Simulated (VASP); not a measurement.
# As (Fd-3m) in VASP: notebook

As is run at these levels: r2SCAN; tasks: single point.

Program: VASP 6.6.1. These are calculated values, not measurements. Logs are shortened: lines on timing, memory, paths and dates and some standing lists are left out, and cuts for length are marked.

## Step 1: The cell of the first run

The structure is cubic, space group Fd-3m (No. 227). Conventional cell: a = 6.068 Å, b = 6.068 Å, c = 6.068 Å, α = 90.00°, β = 90.00°, γ = 90.00°. Within 3.5 Å of As (site symmetry -43m) lie 4 As at 2.63 Å.

This isn't the form of As at room conditions, which is rhombohedral.

## Step 2: Single point, r2SCAN

The input, POSCAR:

```
As
1.0
    0.0000000000      3.0338866982      3.0338866982
    3.0338866982      0.0000000000      3.0338866982
    3.0338866982      3.0338866982      0.0000000000
As
2
Direct
    0.1250000000      0.1250000000      0.1250000000
    0.8750000000      0.8750000000      0.8750000000
```

The input, INCAR.step1:

```
PREC = Accurate
ENCUT = 520
ISMEAR = -1
SIGMA = 0.1
LREAL = F
LASPH = T
NELM = 60
NBANDS = 12
GGA = PE
ALGO = Normal
EDIFF = 1E-4
LWAVE = T
LCHARG = F
```

The input, INCAR.step2:

```
PREC = Accurate
ENCUT = 520
EDIFF = 1E-7
ISMEAR = -1
SIGMA = 0.1
LREAL = F
LASPH = T
NELM = 60
ALGO = Normal
ISIF = 2
LWAVE = F
LCHARG = F
METAGGA = R2SCAN
LMIXTAU = T
NBANDS = 12
ISTART = 1
```

The input, KPOINTS:

```
Automatic mesh
0
Gamma
  9 9 9
```

Potentials or basis: VASP PAW PBE potentials, release 64 (As).

On the command line:

```console
> cat potpaw_PBE.64/As/POTCAR > POTCAR
> cp INCAR.step1 INCAR
> mpirun -np 1 vasp_std > vasp.out
> cp INCAR.step2 INCAR
> mpirun -np 1 vasp_std > vasp.out
```

OUTCAR:

```text
PREC = Accurate
   ENCUT = 520
   EDIFF = 1E-7
   ISMEAR = -1
   LREAL = F
   LASPH = T
   NELM = 60
   ISIF = 2
   METAGGA = R2SCAN
   ISTART = 1

 ion  position               nearest neighbor table
   1  0.125  0.125  0.125-   2 2.63   2 2.63   2 2.63   2 2.63
   2  0.875  0.875  0.875-   1 2.63   1 2.63   1 2.63   1 2.63

  LATTYP: Found a face centered cubic cell.
 ALAT       =     6.0677733964

  Lattice vectors:

 A1 = (   0.0000000000,   3.0338866982,   3.0338866982)
 A2 = (   3.0338866982,   0.0000000000,   3.0338866982)
 A3 = (   3.0338866982,   3.0338866982,   0.0000000000)

Analysis of symmetry for initial positions (statically):
=====================================================================
 Subroutine PRICEL returns:
 Original cell was already a primitive cell.

 Routine SETGRP: Setting up the symmetry group for a
 face centered cubic supercell.

 Subroutine GETGRP returns: Found 48 space group operations
 (whereof 12 operations were pure point group operations)
 out of a pool of 48 trial point group operations.

The static configuration has the point symmetry D_3d.
 The point group associated with its full space group is O_h .

Analysis of symmetry for dynamics (positions and initial velocities):
=====================================================================
 Subroutine PRICEL returns:
 Original cell was already a primitive cell.

 Routine SETGRP: Setting up the symmetry group for a
 face centered cubic supercell.

 Subroutine GETGRP returns: Found 48 space group operations
 (whereof 12 operations were pure point group operations)
 out of a pool of 48 trial point group operations.

The dynamic configuration has the point symmetry D_3d.
 The point group associated with its full space group is O_h .

 Subroutine INISYM returns: Found 48 space group operations
 (whereof 12 operations are pure point group operations),
 and found     1 'primitive' translations

----------------------------------------------------------------------------------------

                                     Primitive cell

  volume of cell :      55.8506

  direct lattice vectors                    reciprocal lattice vectors
     0.000000000  3.033886698  3.033886698    -0.164805100  0.164805100  0.164805100
     3.033886698  0.000000000  3.033886698     0.164805100 -0.164805100  0.164805100
     3.033886698  3.033886698  0.000000000     0.164805100  0.164805100 -0.164805100

  length of vectors
     4.290563715  4.290563715  4.290563715     0.285450806  0.285450806  0.285450806

  position of ions in fractional coordinates (direct lattice)
     0.125000000  0.125000000  0.125000000
     0.875000000  0.875000000  0.875000000

  ion indices of the primitive-cell ions
   primitive index   ion index
                 1           1
                 2           2

----------------------------------------------------------------------------------------

 KPOINTS: Automatic mesh

Automatic generation of k-mesh.
 Grid dimensions read from file:
 generate k-points for:    9    9    9

 Generating k-lattice:

  Cartesian coordinates                     Fractional coordinates (reciprocal lattice)
    -0.018311678  0.018311678  0.018311678     0.111111111  0.000000000  0.000000000
     0.018311678 -0.018311678  0.018311678     0.000000000  0.111111111  0.000000000
     0.018311678  0.018311678 -0.018311678     0.000000000  0.000000000  0.111111111

  Length of vectors
     0.031716756  0.031716756  0.031716756

  Shift w.r.t. Gamma in fractional coordinates (k-lattice)
     0.000000000  0.000000000  0.000000000

 Subroutine IBZKPT returns following result:
 ===========================================

 Found     35 irreducible k-points:

 Following reciprocal coordinates:
            Coordinates               Weight
  0.000000  0.000000  0.000000      1.000000
  0.111111  0.000000  0.000000      8.000000
  0.222222  0.000000  0.000000      8.000000
  0.333333  0.000000  0.000000      8.000000
  0.444444  0.000000  0.000000      8.000000
  0.111111  0.111111  0.000000      6.000000
[... 16 lines left out ...]
 -0.333333  0.333333  0.000000     12.000000
  0.444444  0.444444  0.000000      6.000000
 [... further k-points ...]
   k-points           NKPTS =     35   k-points in BZ     NKDIM =     35   number of bands    NBANDS=     12
   number of dos      NEDOS =    301   number of ions     NIONS =      2
   total plane-waves  NPLWV =  32768
   dimension x,y,z NGX =    32 NGY =   32 NGZ =   32
   dimension x,y,z NGXF=    64 NGYF=   64 NGZF=   64
   ions per type =               2
   NGX,Y,Z   is equivalent  to a cutoff of  12.40, 12.40, 12.40 a.u.
   NGXF,Y,Z  is equivalent  to a cutoff of  24.80, 24.80, 24.80 a.u.
 SYSTEM =  unknown system
   PREC   = accura    normal or accurate (medium, high low for compatibility)
   ISTART =      1    job   : 0-new  1-cont  2-samecut
   ICHARG =      0    charge: 1-file 2-atom 10-const
   ISPIN  =      1    spin polarized calculation?
   LNONCOLLINEAR =      F non collinear calculations
   LSORBIT =      F    spin-orbit coupling
   LASPH  =      T    aspherical Exc in radial PAW
   ENCUT  =  520.0 eV  38.22 Ry    6.18 a.u.   7.98  7.98  7.98*2*pi/ulx,y,z
   NELM   =     60;   NELMIN=  2; NELMDL=  0     # of ELM steps
   EDIFF  = 0.1E-06   stopping-criterion for ELM
   LREAL  =      F    real-space projection
   EDIFFG = 0.1E-05   stopping-criterion for IOM
   NSW    =      0    number of steps for IOM
   IBRION =     -1    ionic relax: 0-MD 1-quasi-New 2-CG
   NFREE  =      0    steps in history (QN), initial steepest desc. (CG)
   ISIF   =      2    stress and relaxation
   ISYM   =      2    0-nonsym 1-usesym 2-fastsym
   POTIM  = 0.5000    time-step for ionic-motion
   TEBEG  =    0.0;   TEEND  =   0.0 temperature during run
   PSTRESS=    0.0 pullay stress
   NELECT =      10.0000    total number of electrons
   NUPDOWN=      -1.0000    fix difference up-down
   EMIN   =  10.00;   EMAX   =-10.00  energy-range for DOS
   EFERMI =   0.00;   METHOD = LEGACY
   ISMEAR =    -1;   SIGMA  =   0.10  broadening in eV -4-tet -1-fermi 0-gaus
   EFERMI_NEDOS =   21; number of points for ismear=-14 and -15
   IALGO  =     38    algorithm
   IMIX   =      4    mixing-type and parameters
     AMIX     =   0.40;   BMIX     =  1.00
     AMIX_MAG =   1.60;   BMIX_MAG =  1.00
  volume/ion in A,a.u.               =      27.93       188.45
  Fermi-wavevector in a.u.,A,eV,Ry     =   0.922711  1.743670 11.583928  0.851395
  Thomas-Fermi vector in A             =   2.048267
   LORBIT       =      0    0 simple, 1 ext, 2 COOP (PROOUT), +10 PAW based schemes
   METAGGA = R2SCAN    functional components
   LHFCALC =     F    Hartree Fock is set to
   AEXX    =    0.0000 exact exchange contribution
   IVDW    =     0    specifies the selected vdW correction
   LEPSILON=     F    determine dielectric tensor
   LRPA    =     F    only Hartree local field effects (RPA)
 non-spin polarized calculation
  energy-cutoff  :      520.00
  volume of cell :       55.85
 maximum number of plane-waves:      1516
   NGX = 15   NGY = 15   NGZ = 15

 number of electron       9.9999999 magnetization

 Free energy of the ion-electron system (eV)
  ---------------------------------------------------
  ext. energy  EPLUGINS =         0.00000000
  ---------------------------------------------------
  free energy    TOTEN  =       -28.58695591 eV

  energy without entropy =      -28.53765338  energy(sigma->0) =      -28.56230465

 E-fermi :   2.9847     XC(G=0):  -9.0903

 val. band max:        2.9838511726   @ k =  -0.4444   0.4444   0.1111
 cond. band min:       2.9957813968   @ k =   0.3333   0.2222   0.0000
 fundamental gap:      0.0119302241
 Fermi energy:         2.9846658618

 k-point     1 :       0.0000    0.0000    0.0000
  band No.  band energies     occupation
      1     -11.5090      2.00000
      2      -3.0291      2.00000
      3       0.6600      2.00000
      4       0.6600      2.00000
      5       0.6600      2.00000
      6       3.6022      0.00415
      7       3.6022      0.00415
      8       3.6022      0.00415
      9       8.2969      0.00000
     10      11.2961      0.00000
     11      11.2961      0.00000
     12      13.2368      0.00000

 k-point     2 :       0.1111    0.0000    0.0000
  band No.  band energies     occupation
      1     -11.3943      2.00000
      2      -3.5945      2.00000
      3       0.4912      2.00000
      4       0.4912      2.00000
      5       0.7585      2.00000
      6       3.8502      0.00035
      7       3.8502      0.00035
      8       3.9112      0.00019
      9       8.8275      0.00000
     10      10.8364      0.00000
     11      10.8364      0.00000
     12      12.7331      0.00000

 k-point     3 :       0.2222    0.0000    0.0000
  band No.  band energies     occupation
      1     -11.0640      2.00000
      2      -4.7754      2.00000
      3       0.1513      2.00000
      4       0.1513      2.00000
      5       0.6712      2.00000
      6       4.3535      0.00000
      7       4.3535      0.00000
      8       4.9616      0.00000
      9       9.8209      0.00000
     10      10.4947      0.00000
     11      10.4947      0.00000
     12      12.3802      0.00000
[... 286 lines left out ...]
 k-point    23 :      -0.3333    0.3333    0.0000
  band No.  band energies     occupation
      1      -9.3422      2.00000
      2      -7.7146      2.00000
      3      -2.2357      2.00000
      4      -0.9235      2.00000
      5       2.4000      1.99424
      6       5.3877      0.00000
      7       6.5276      0.00000
      8       6.5689      0.00000
      9       8.8036      0.00000
     10      10.9543      0.00000
     11      12.8634      0.00000
     12      15.4106      0.00000

 k-point    24 :       0.4444    0.4444    0.0000
  band No.  band energies     occupation
      1      -9.1597      2.00000
      2      -7.9472      2.00000
      3      -1.4146      2.00000
      4      -1.4146      2.00000
      5       2.2710      1.99841
      6       2.4983      1.98468
      7       8.1417      0.00000
      8       8.1417      0.00000
      9      10.1713      0.00000
     10      11.7713      0.00000
     11      14.1553      0.00000
     12      14.1553      0.00000

 [... further k-points ...]

------------------------ aborting loop because EDIFF is reached ----------------------------------------

  FORCE on cell =-STRESS in cart. coord.  units (eV):
  Direction    XX          YY          ZZ          XY          YZ          ZX
  --------------------------------------------------------------------------------------
  -------------------------------------------------------------------------------------
  Total        0.0033118      0.0033118      0.0033118      0.0000000     -0.0000000      0.0000000
  in kB        0.0950039      0.0950039      0.0950039      0.0000000     -0.0000000      0.0000000
  external PRESSURE =       0.0950039 kB  Pullay stress =       0.0000000 kB

 VOLUME and BASIS-vectors are now :
 -----------------------------------------------------------------------------
  energy-cutoff  :      520.00
  volume of cell :       55.85
      direct lattice vectors                 reciprocal lattice vectors
     0.000000000  3.033886698  3.033886698    -0.164805100  0.164805100  0.164805100
     3.033886698  0.000000000  3.033886698     0.164805100 -0.164805100  0.164805100
     3.033886698  3.033886698  0.000000000     0.164805100  0.164805100 -0.164805100

 POSITION                                       TOTAL-FORCE (eV/Angst)
 -----------------------------------------------------------------------------------
      0.75847      0.75847      0.75847        -0.000000     -0.000000     -0.000000
      5.30930      5.30930      5.30930         0.000000      0.000000      0.000000
 -----------------------------------------------------------------------------------
    total drift:                                0.000000      0.000000     -0.000000

  FREE ENERGIE OF THE ION-ELECTRON SYSTEM (eV)
  ---------------------------------------------------
  free  energy   TOTEN  =       -28.5869559089 eV

  energy  without entropy=      -28.5376533839  energy(sigma->0) =      -28.56230465
```

It took 36 s on 1 thread of Intel Xeon 6975P-C (Granite Rapids), shared host; peak memory 0.19 GiB.

Results:

```yaml
Free_energy: -28.5870 eV
Pressure: 0.0 GPa
Band_gap_on_the_k_mesh: zero (bands 5 and 6 overlap by 1.18 eV)
```

Caveat: the PAW data sets were made with another functional, which shifts forces and pressure a little.

## Step 3: Single point, r2SCAN (24.57 Å³/atom)

This run uses another cell than the first one, of 24.57 Å³/atom.

The input, POSCAR:

```
As
1.0
    0.0000000000      2.9073249939      2.9073249939
    2.9073249939      0.0000000000      2.9073249939
    2.9073249939      2.9073249939      0.0000000000
As
2
Direct
    0.1250000000      0.1250000000      0.1250000000
    0.8750000000      0.8750000000      0.8750000000
```

The input, INCAR.step1:

```
SYSTEM = As
PREC     = Accurate       ! precision mode
ENCUT    = 520            ! plane-wave cutoff, eV
ISMEAR   = -1             ! smearing method
SIGMA    = 0.1            ! smearing width, eV
LREAL    = .FALSE.        ! projectors in reciprocal space
LASPH    = .TRUE.         ! aspherical terms in the spheres
NELM     = 100            ! most SCF steps
NBANDS   = 12             ! bands
GGA      = PE             ! functional
ALGO     = Normal         ! electronic algorithm
EDIFF    = 1E-4           ! SCF threshold, eV
LWAVE    = .TRUE.         ! write WAVECAR
LCHARG   = .FALSE.        ! write CHGCAR
```

The input, INCAR.step2:

```
SYSTEM = As
PREC     = Accurate       ! precision mode
ENCUT    = 520            ! plane-wave cutoff, eV
EDIFF    = 1E-7           ! SCF threshold, eV
ISMEAR   = -1             ! smearing method
SIGMA    = 0.1            ! smearing width, eV
LREAL    = .FALSE.        ! projectors in reciprocal space
LASPH    = .TRUE.         ! aspherical terms in the spheres
NELM     = 100            ! most SCF steps
ALGO     = Normal         ! electronic algorithm
ISIF     = 2              ! what is computed and relaxed
LWAVE    = .FALSE.        ! write WAVECAR
LCHARG   = .FALSE.        ! write CHGCAR
METAGGA  = R2SCAN         ! meta-GGA
LMIXTAU  = .TRUE.       
NBANDS   = 12             ! bands
ISTART   = 1
```

The input, KPOINTS:

```
Automatic mesh
0
G
  10 10 10
  0 0 0
```

Potentials or basis: VASP PAW PBE potentials, release 64 (As).

On the command line:

```console
> cat potpaw_PBE.64/As/POTCAR > POTCAR
> cp INCAR.step1 INCAR
> mpirun -np 1 vasp_std > vasp.out
> cp INCAR.step2 INCAR
> mpirun -np 1 vasp_std > vasp.out
```

Wall time 37 s (1 thread of Intel Xeon 6975P-C (Granite Rapids), shared host); peak memory 0.19 GiB.

It converged, with:

| Item | Value |
| --- | --- |
| Free energy | -28.4546 eV |
| Pressure | 7.8 GPa |
| Band gap on the k mesh | zero (bands 5 and 6 overlap by 1.91 eV) |

Levels at points of the mesh, in eV from the Fermi level:
| k point | band 1 | band 2 | band 3 | band 4 | band 5 | band 6 | band 7 | band 8 | band 9 | band 10 |
| --- | --- | --- | --- | --- | --- | --- | --- | --- | --- | --- |
| (0.00, 0.00, 0.00) | -15.50 | -5.19 | -2.63 | -2.63 | -2.63 | 0.50 | 0.50 | 0.50 | 5.50 | 8.34 |
| (0.50, 0.00, 0.00) | -13.79 | -10.39 | -3.77 | -3.77 | -2.76 | 1.93 | 1.93 | 5.88 | 7.99 | 8.63 |
| (0.50, 0.50, 0.00) | -12.11 | -12.11 | -5.08 | -5.08 | -0.83 | -0.83 | 6.14 | 6.14 | 8.76 | 8.76 |

Caveat: the cell stands under pressure; the PAW data sets were made with another functional, which shifts forces and pressure a little.

[end of part 1 of 2]
